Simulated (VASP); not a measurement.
A run of VASP 6.6.1 is set up as follows.

POSCAR

```
GaAs
1.0
    0.0000000000      2.8330831910      2.8330831910
    2.8330831910      0.0000000000      2.8330831910
    2.8330831910      2.8330831910      0.0000000000
Ga As
1 1
Direct
    0.0000000000      0.0000000000      0.0000000000
    0.2500000000      0.2500000000      0.2500000000
```

The input INCAR.step1:

```
SYSTEM = GaAs
PREC     = Accurate       ! precision mode
ENCUT    = 550            ! plane-wave cutoff, eV
ISMEAR   = 0              ! smearing method
SIGMA    = 0.01           ! smearing width, eV
LREAL    = .FALSE.        ! projectors in reciprocal space
LASPH    = .TRUE.         ! aspherical terms in the spheres
NELM     = 120            ! most SCF steps
NBANDS   = 16             ! bands
GGA      = PE             ! functional
ALGO     = Normal         ! electronic algorithm
EDIFF    = 1E-5           ! SCF threshold, eV
LWAVE    = .TRUE.         ! write WAVECAR
LCHARG   = .FALSE.        ! write CHGCAR
GGA_COMPAT= .FALSE.
```

File INCAR.step2:

```
SYSTEM = GaAs
PREC     = Accurate       ! precision mode
ENCUT    = 550            ! plane-wave cutoff, eV
EDIFF    = 1E-6           ! SCF threshold, eV
ISMEAR   = 0              ! smearing method
SIGMA    = 0.01           ! smearing width, eV
LREAL    = .FALSE.        ! projectors in reciprocal space
LASPH    = .TRUE.         ! aspherical terms in the spheres
NELM     = 120            ! most SCF steps
ALGO     = Normal         ! electronic algorithm
ISIF     = 2              ! what is computed and relaxed
LWAVE    = .FALSE.        ! write WAVECAR
LCHARG   = .TRUE.         ! write CHGCAR
METAGGA  = R2SCAN         ! meta-GGA
LMIXTAU  = .TRUE.       
LELF     = .TRUE.         ! ELF
LVHAR    = .TRUE.       
NBANDS   = 16             ! bands
ISTART   = 1            
GGA_COMPAT= .FALSE.
```

KPOINTS

```
regular mesh
0
G
  5 5 5
  0 0 0
```

Potentials or basis: VASP PAW PBE potentials, release 64 (Ga_d, As).

Launch:

```console
$ cat potpaw_PBE.64/Ga_d/POTCAR potpaw_PBE.64/As/POTCAR > POTCAR
$ cp INCAR.step1 INCAR
$ mpirun -np 1 vasp_std > vasp.out
$ cp INCAR.step2 INCAR
$ mpirun -np 1 vasp_std > vasp.out
```

Q: Predict the band gap on the k mesh.

A: 0.94 eV.

Q: Predict the pressure.

A: 0.2 GPa.

Caveat: the PAW data sets were made with another functional, which shifts forces and pressure a little; an odd mesh through Γ misses points on the zone boundary, where band edges can lie.

**What was measured.**

From “Evidence of valence band perturbations in GaAsN/GaAs(001): A combined variable-angle spectroscopic ellipsometry and modulated photoreflectance investigation”, 2008, arxiv:0805.2212, for a bulk crystal of GaAs at 300 K: band gap 1.412 ± 0.01 eV (direct).

Measured gap of GaAs: 1.412 eV (direct; 300 K; “Evidence of valence band perturbations in GaAsN/GaAs(001): A combined variable-angle spectroscopic ellipsometry and modulated photoreflectance investigation”, 2008, arxiv:0805.2212). This calculation gives 0.94 eV (-0.47 eV). 3 values of this kind are on record (1.412 to 1.51 eV); this one was drawn at random among those near their median, those with a stated uncertainty first. Spin-orbit coupling on As, Ga is left out. The value is that of r2SCAN on a finite k mesh, which can miss the band edges, without temperature or zero-point motion.
